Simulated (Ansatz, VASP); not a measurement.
**Ir: VASP beside Ansatz**

Contents of INCAR:

```
SYSTEM = Ir
PREC = Accurate
ENCUT = 520
EDIFF = 1E-6
ISMEAR = 0
SIGMA = 0.15
LREAL = .False.
LASPH = .True.
NELM = 80
ALGO = Normal
ISIF = 2
LWAVE = .False.
LCHARG = .False.
GGA = PS
NBANDS = 10
```

The input KPOINTS:

```
regular mesh
0
Gamma
  22 22 22
  0 0 0
```

The input POSCAR:

```
Ir
1.0
    0.0000000000      1.8429120000      1.9197000000
    1.8429120000      0.0000000000      1.9197000000
    1.8429120000      1.8429120000      0.0000000000
Ir
1
Direct
    0.0000000000      0.0000000000      0.0000000000
```

Input for Ansatz:

```yaml
crystal:
  lattice:
    - [0.0, 1.842912, 1.9197]
    - [1.842912, 0.0, 1.9197]
    - [1.842912, 1.842912, 0.0]
  atoms:
    - { symbol: Ir, position: [0.0, 0.0, 0.0] }
basis:
  ecutwfc: 420
kpoints:
  mp_grid: { grid: [22, 22, 22] }
hamiltonian:
  xc: pbesol
scf:
  occupations: { method: gaussian, width: 0.15 }
output:
  forces: true
  stress: true
  eigenvalues: true
  write_density: true
  write_potential: true
  elf: true
  volumetric_format: npy
```

Change from the starting cell: strain -0.040 along x and y, +0.000 along z, atoms carried along.

Alike in both runs: task single point; functional PBEsol; k mesh 22 × 22 × 22; occupations gaussian, width 0.15 eV; no spin polarisation.

```csv
,VASP,Ansatz
version,VASP 6.6.1,Ansatz 0.2.0
potentials or method,"VASP PAW PBE potentials, release 64 (Ir), cutoff 520 eV","scalar-relativistic, plane waves, PAW"
valence electrons in the cell,9,17
```

Ansatz gave:

| Item | Value |
| --- | --- |
| gap on the k mesh at the Fermi level (eV) | none |
| pressure (GPa) | 35.4 |
| traceless stress, the component that is largest in VASP (GPa) | -13.18 |

Q: What did VASP give for the same quantities?

A: gap on the k mesh at the Fermi level (eV): none; pressure (GPa): 37.1; traceless stress, the component that is largest in VASP (GPa): -13.18.

VASP's potentials were made for PBE, not for PBEsol. A gap of «none» marks a metal or a gap that the smearing closes. Both programs put the cell under a high pressure, so it lies far from rest at this level. With one functional, cell and mesh, what is left measures potentials, basis and numerics. VASP's potentials hold 9 valence electrons a cell and Ansatz's 17, so a difference there can come from the potentials and not from the codes.

Neither program's run includes spin-orbit coupling.
